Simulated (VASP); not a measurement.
# P (P6_3/mmc) in VASP: further runs

P is run at these levels: PBE; tasks: single point.

Everything below comes from runs of VASP 6.6.1. Logs are shortened: lines on timing, memory, paths and dates and some standing lists are left out, and cuts for length are marked.

### 1 The cell of the first run

It takes space group P6_3/mmc (No. 194, hexagonal). The conventional cell has a = 3.265 Å, b = 3.265 Å, c = 3.208 Å, α = 90.00°, β = 90.00°, γ = 120.00°. P (site symmetry -6m2) has 14 P at 2.48 to 3.27 Å within 3.3 Å.

This isn't the form of P at room conditions, which is orthorhombic.

### 2 Single point, PBE

INCAR reads:

```
PREC = Accurate
ENCUT = 520
EDIFF = 1E-6
ISMEAR = -1
SIGMA = 0.05
LREAL = False
LASPH = True
NELM = 80
ALGO = Normal
ISIF = 2
LWAVE = False
LCHARG = False
GGA = PE
NBANDS = 12
```

KPOINTS reads:

```
Automatic mesh
0
Gamma
  16 16 9
```

POSCAR reads:

```
P
1.0
    3.2652068445      0.0000000000      0.0000000000
   -1.6326034223      2.8277520760      0.0000000000
    0.0000000000      0.0000000000      3.2079736144
P
2
Direct
    0.3333333333      0.6666666667      0.2500000000
    0.6666666667      0.3333333333      0.7500000000
```

Potentials or basis: VASP PAW PBE potentials, release 64 (P).

On the command line:

```console
$ cat potpaw_PBE.64/P/POTCAR > POTCAR
$ mpirun -np 1 vasp_std > vasp.out
```

OUTCAR:

```text
PREC = Accurate
   ENCUT = 520
   EDIFF = 1E-6
   ISMEAR = -1
   LREAL = False
   LASPH = True
   NELM = 80
   ISIF = 2
   GGA = PE

 ion  position               nearest neighbor table
   1  0.333  0.667  0.250-   2 2.48   2 2.48   2 2.48   2 2.48   2 2.48   2 2.48
   2  0.667  0.333  0.750-   1 2.48   1 2.48   1 2.48   1 2.48   1 2.48   1 2.48

  LATTYP: Found a hexagonal cell.
 ALAT       =     3.2652068445
 C/A-ratio  =     0.9824717904

  Lattice vectors:

 A1 = (   3.2652068445,   0.0000000000,   0.0000000000)
 A2 = (  -1.6326034223,   2.8277520760,   0.0000000000)
 A3 = (   0.0000000000,   0.0000000000,   3.2079736144)

Analysis of symmetry for initial positions (statically):
=====================================================================
 Subroutine PRICEL returns:
 Original cell was already a primitive cell.

 Routine SETGRP: Setting up the symmetry group for a
 hexagonal supercell.

 Subroutine GETGRP returns: Found 24 space group operations
 (whereof 12 operations were pure point group operations)
 out of a pool of 24 trial point group operations.

The static configuration has the point symmetry D_3d.
 The point group associated with its full space group is D_6h.

Analysis of symmetry for dynamics (positions and initial velocities):
=====================================================================
 Subroutine PRICEL returns:
 Original cell was already a primitive cell.

 Routine SETGRP: Setting up the symmetry group for a
 hexagonal supercell.

 Subroutine GETGRP returns: Found 24 space group operations
 (whereof 12 operations were pure point group operations)
 out of a pool of 24 trial point group operations.

The dynamic configuration has the point symmetry D_3d.
 The point group associated with its full space group is D_6h.

 Subroutine INISYM returns: Found 24 space group operations
 (whereof 12 operations are pure point group operations),
 and found     1 'primitive' translations

----------------------------------------------------------------------------------------

                                     Primitive cell

  volume of cell :      29.6198

  direct lattice vectors                    reciprocal lattice vectors
     3.265206845  0.000000000  0.000000000     0.306259311  0.176818896  0.000000000
    -1.632603422  2.827752076  0.000000000     0.000000000  0.353637792  0.000000000
     0.000000000  0.000000000  3.207973614     0.000000000  0.000000000  0.311723262

  length of vectors
     3.265206845  3.265206845  3.207973614     0.353637792  0.353637792  0.311723262

  position of ions in fractional coordinates (direct lattice)
     0.333333333  0.666666667  0.250000000
     0.666666667  0.333333333  0.750000000

  ion indices of the primitive-cell ions
   primitive index   ion index
                 1           1
                 2           2

----------------------------------------------------------------------------------------

 KPOINTS: Automatic mesh

Automatic generation of k-mesh.
 Grid dimensions read from file:
 generate k-points for:   16   16    9

 Generating k-lattice:

  Cartesian coordinates                     Fractional coordinates (reciprocal lattice)
     0.019141207  0.011051181  0.000000000     0.062500000  0.000000000  0.000000000
     0.000000000  0.022102362  0.000000000     0.000000000  0.062500000  0.000000000
     0.000000000  0.000000000  0.034635918     0.000000000  0.000000000  0.111111111

  Length of vectors
     0.022102362  0.022102362  0.034635918

  Shift w.r.t. Gamma in fractional coordinates (k-lattice)
     0.000000000  0.000000000  0.000000000

 Subroutine IBZKPT returns following result:
 ===========================================

 Found    150 irreducible k-points:

 Following reciprocal coordinates:
            Coordinates               Weight
  0.000000  0.000000  0.000000      1.000000
  0.062500  0.000000  0.000000      6.000000
  0.125000  0.000000  0.000000      6.000000
  0.187500 -0.000000  0.000000      6.000000
  0.250000  0.000000  0.000000      6.000000
  0.312500  0.000000  0.000000      6.000000
[... 16 lines left out ...]
  0.187500  0.187500  0.000000      6.000000
  0.250000  0.187500  0.000000     12.000000
 [... further k-points ...]
   k-points           NKPTS =    150   k-points in BZ     NKDIM =    150   number of bands    NBANDS=     12
   number of dos      NEDOS =    301   number of ions     NIONS =      2
   total plane-waves  NPLWV =  13824
   dimension x,y,z NGX =    24 NGY =   24 NGZ =   24
   dimension x,y,z NGXF=    48 NGYF=   48 NGZF=   48
   ions per type =               2
   NGX,Y,Z   is equivalent  to a cutoff of  12.22, 12.22, 12.44 a.u.
   NGXF,Y,Z  is equivalent  to a cutoff of  24.44, 24.44, 24.87 a.u.
 SYSTEM =  unknown system
   PREC   = accura    normal or accurate (medium, high low for compatibility)
   ISTART =      0    job   : 0-new  1-cont  2-samecut
   ICHARG =      2    charge: 1-file 2-atom 10-const
   ISPIN  =      1    spin polarized calculation?
   LNONCOLLINEAR =      F non collinear calculations
   LSORBIT =      F    spin-orbit coupling
   LASPH  =      T    aspherical Exc in radial PAW
   ENCUT  =  520.0 eV  38.22 Ry    6.18 a.u.   6.07  6.07  5.96*2*pi/ulx,y,z
   NELM   =     80;   NELMIN=  2; NELMDL= -5     # of ELM steps
   EDIFF  = 0.1E-05   stopping-criterion for ELM
   LREAL  =      F    real-space projection
   EDIFFG = 0.1E-04   stopping-criterion for IOM
   NSW    =      0    number of steps for IOM
   IBRION =     -1    ionic relax: 0-MD 1-quasi-New 2-CG
   NFREE  =      0    steps in history (QN), initial steepest desc. (CG)
   ISIF   =      2    stress and relaxation
   ISYM   =      2    0-nonsym 1-usesym 2-fastsym
   POTIM  = 0.5000    time-step for ionic-motion
   TEBEG  =    0.0;   TEEND  =   0.0 temperature during run
   PSTRESS=    0.0 pullay stress
   NELECT =      10.0000    total number of electrons
   NUPDOWN=      -1.0000    fix difference up-down
   EMIN   =  10.00;   EMAX   =-10.00  energy-range for DOS
   EFERMI =   0.00;   METHOD = LEGACY
   ISMEAR =    -1;   SIGMA  =   0.05  broadening in eV -4-tet -1-fermi 0-gaus
   EFERMI_NEDOS =   21; number of points for ismear=-14 and -15
   IALGO  =     38    algorithm
   IMIX   =      4    mixing-type and parameters
     AMIX     =   0.40;   BMIX     =  1.00
     AMIX_MAG =   1.60;   BMIX_MAG =  1.00
  volume/ion in A,a.u.               =      14.81        99.94
  Fermi-wavevector in a.u.,A,eV,Ry     =   1.139936  2.154167 17.680153  1.299455
  Thomas-Fermi vector in A             =   2.276639
   LORBIT       =      0    0 simple, 1 ext, 2 COOP (PROOUT), +10 PAW based schemes
   GGA     = PE    functional components
   LHFCALC =     F    Hartree Fock is set to
   AEXX    =    0.0000 exact exchange contribution
   IVDW    =     0    specifies the selected vdW correction
   LEPSILON=     F    determine dielectric tensor
   LRPA    =     F    only Hartree local field effects (RPA)
 non-spin polarized calculation
  energy-cutoff  :      520.00
  volume of cell :       29.62
 maximum number of plane-waves:       818
   NGX = 13   NGY = 13   NGZ = 11

 number of electron      10.0000000 magnetization

 number of electron       9.9999998 magnetization

 Free energy of the ion-electron system (eV)
  ---------------------------------------------------
  ext. energy  EPLUGINS =         0.00000000
  ---------------------------------------------------
  free energy    TOTEN  =        -9.94800806 eV

  energy without entropy =       -9.94012462  energy(sigma->0) =       -9.94406634

 E-fermi :   9.4583     XC(G=0): -11.2362

 val. band max:        9.4565615782   @ k =   0.0625   0.0625   0.4444
 cond. band min:       9.4758462582   @ k =   0.3750  -0.0000   0.4444
 fundamental gap:      0.0192846800
 Fermi energy:         9.4582935284

 k-point     1 :       0.0000    0.0000    0.0000
  band No.  band energies     occupation
      1      -6.9757      2.00000
      2       5.4278      2.00000
      3       6.2002      2.00000
      4       7.7331      2.00000
      5       7.7331      2.00000
      6      11.7235      0.00000
      7      11.7235      0.00000
      8      12.2020      0.00000
      9      17.7741      0.00000
     10      18.2282      0.00000
     11      21.0819      0.00000
     12      21.0820      0.00000

 k-point     2 :       0.0625    0.0000    0.0000
  band No.  band energies     occupation
      1      -6.9111      2.00000
      2       5.4857      2.00000
      3       5.8289      2.00000
      4       7.5653      2.00000
      5       7.6889      2.00000
      6      11.6046      0.00000
      7      11.9799      0.00000
      8      12.6156      0.00000
      9      17.3077      0.00000
     10      18.4734      0.00000
     11      20.9406      0.00000
     12      21.4429      0.00000

 k-point     3 :       0.1250    0.0000    0.0000
  band No.  band energies     occupation
      1      -6.7178      2.00000
      2       4.8565      2.00000
      3       5.6585      2.00000
      4       7.1671      2.00000
      5       7.7088      2.00000
      6      11.2379      0.00000
      7      12.6335      0.00000
      8      13.6791      0.00000
      9      16.2975      0.00000
     10      18.7386      0.00000
     11      20.5873      0.00000
     12      21.2823      0.00000

 k-point     4 :       0.1875   -0.0000    0.0000
  band No.  band energies     occupation
      1      -6.3980      2.00000
      2       3.6075      2.00000
      3       5.9436      2.00000
      4       6.7010      2.00000
      5       7.8209      2.00000
      6      10.8499      0.00000
      7      13.4877      0.00000
      8      14.9536      0.00000
      9      15.1284      0.00000
     10      18.2982      0.00000
     11      20.1503      0.00000
     12      21.0494      0.00000

 k-point     5 :       0.2500    0.0000    0.0000
  band No.  band energies     occupation
      1      -5.9563      2.00000
      2       2.2919      2.00000
      3       6.2624      2.00000
      4       6.3353      2.00000
      5       7.9399      2.00000
      6      10.6257      0.00000
      7      13.9421      0.00000
      8      14.3800      0.00000
      9      15.8497      0.00000
     10      17.9087      0.00000
     11      19.7235      0.00000
     12      21.0019      0.00000
[... 228 lines left out ...]
      1      -3.9159      2.00000
      2      -1.1417      2.00000
      3       3.9889      2.00000
      4       8.0823      2.00000
      5       9.3957      1.55502
      6      10.8471      0.00000
      7      12.0397      0.00000
      8      13.7566      0.00000
      9      15.4820      0.00000
     10      17.5872      0.00000
     11      19.6471      0.00000
     12      22.6499      0.00000

 k-point    22 :       0.4375    0.1250    0.0000
  band No.  band energies     occupation
      1      -3.5508      2.00000
      2      -1.6059      2.00000
      3       3.9139      2.00000
      4       8.3589      2.00000
      5       9.4442      1.13952
      6      10.4854      0.00000
      7      12.3937      0.00000
      8      13.2226      0.00000
      9      15.5644      0.00000
     10      17.5060      0.00000
     11      20.9276      0.00000
     12      21.3198      0.00000

 k-point    23 :       0.1875    0.1875    0.0000
  band No.  band energies     occupation
      1      -5.2745      2.00000
      2       1.1446      2.00000
      3       4.3001      2.00000
      4       6.9370      2.00000
      5       9.0726      1.99911
      6      12.3553      0.00000
      7      12.7405      0.00000
      8      13.4910      0.00000
      9      16.5773      0.00000
     10      16.6607      0.00000
     11      18.0121      0.00000
     12      22.4945      0.00000

 k-point    24 :       0.2500    0.1875    0.0000
  band No.  band energies     occupation
      1      -4.6774      2.00000
      2       0.1843      2.00000
      3       3.6547      2.00000
      4       7.4573      2.00000
      5       9.5850      0.14697
      6      11.8636      0.00000
      7      12.4221      0.00000
      8      14.1638      0.00000
      9      15.7136      0.00000
     10      16.9646      0.00000
     11      17.4030      0.00000
     12      24.0837      0.00000

 [... further k-points ...]

------------------------ aborting loop because EDIFF is reached ----------------------------------------

  FORCE on cell =-STRESS in cart. coord.  units (eV):
  Direction    XX          YY          ZZ          XY          YZ          ZX
  --------------------------------------------------------------------------------------
  -------------------------------------------------------------------------------------
  Total        0.3688485      0.3688485      0.3633331     -0.0000000     -0.0000000      0.0000000
  in kB       19.9515090     19.9515090     19.6531777     -0.0000000     -0.0000000      0.0000000
  external PRESSURE =      19.8520653 kB  Pullay stress =       0.0000000 kB

 VOLUME and BASIS-vectors are now :
 -----------------------------------------------------------------------------
  energy-cutoff  :      520.00
  volume of cell :       29.62
      direct lattice vectors                 reciprocal lattice vectors
     3.265206845  0.000000000  0.000000000     0.306259311  0.176818896  0.000000000
    -1.632603422  2.827752076  0.000000000     0.000000000  0.353637792  0.000000000
     0.000000000  0.000000000  3.207973614     0.000000000  0.000000000  0.311723262

 POSITION                                       TOTAL-FORCE (eV/Angst)
 -----------------------------------------------------------------------------------
     -0.00000      1.88517      0.80199        -0.000000      0.000000      0.000000
      1.63260      0.94258      2.40598         0.000000     -0.000000      0.000000
 -----------------------------------------------------------------------------------
    total drift:                                0.000000     -0.000000      0.000000

  FREE ENERGIE OF THE ION-ELECTRON SYSTEM (eV)
  ---------------------------------------------------
  free  energy   TOTEN  =        -9.9480080586 eV

  energy  without entropy=       -9.9401246234  energy(sigma->0) =       -9.94406634
```

Wall time 13 s (1 thread of AMD EPYC 9R45 (Zen 5), shared host); peak memory 0.13 GiB.

Results:

| Item | Value |
| --- | --- |
| Free energy | -9.9480 eV |
| Pressure | 2.0 GPa |
| Band gap on the k mesh | zero (bands 5 and 6 overlap by 5.10 eV) |

Levels at points of the mesh, in eV from the Fermi level:
```
           k point  band 3  band 4  band 5  band 6  band 7  band 8
(0.00, 0.00, 0.00)   -3.26   -1.73   -1.73    2.27    2.27    2.74
(0.50, 0.00, 0.00)   -4.06   -1.58   -1.29    1.12    2.87    3.15
```

### 3 Single point, PBE

INCAR reads:

```
SYSTEM = P
  PREC = Accurate
  ENCUT = 520
  EDIFF = 1E-6
  ISMEAR = -1
  SIGMA = 0.05
  LREAL = .False.
  LASPH = .True.
  NELM = 100
  ALGO = Normal
  ISIF = 2
  LWAVE = .False.
  LCHARG = .True.
  GGA = PE
  LELF = .True.
  LVHAR = .True.
  NBANDS = 12
```

KPOINTS reads:

```
regular mesh
0
Gamma
  16 16 9
  0 0 0
```

POSCAR reads:

```
P
1.0
    3.2658073278      0.0000000000      0.0000000000
   -1.6329036639      2.8282721097      0.0000000000
    0.0000000000      0.0000000000      3.2089716234
P
2
Direct
    0.3333333333      0.6666666667      0.2500000000
    0.6666666667      0.3333333333      0.7500000000
```

Potentials or basis: VASP PAW PBE potentials, release 64 (P).

On the command line:

```console
$ cat potpaw_PBE.64/P/POTCAR > POTCAR
$ mpirun -np 1 vasp_std > vasp.out
```

Run time: 13 s. Hardware: 1 thread of AMD EPYC 9R45 (Zen 5), shared host; peak memory 0.13 GiB.

The run converged. Its results:

* Free energy: -9.9483 eV
* Pressure: 1.9 GPa
* Band gap on the k mesh: zero (bands 5 and 6 overlap by 5.09 eV)

Levels at points of the mesh, in eV from the Fermi level:
```tsv
k point	band 3	band 4	band 5	band 6	band 7	band 8
(0.00, 0.00, 0.00)	-3.26	-1.72	-1.72	2.27	2.27	2.75
(0.50, 0.00, 0.00)	-4.05	-1.58	-1.29	1.12	2.87	3.15
```
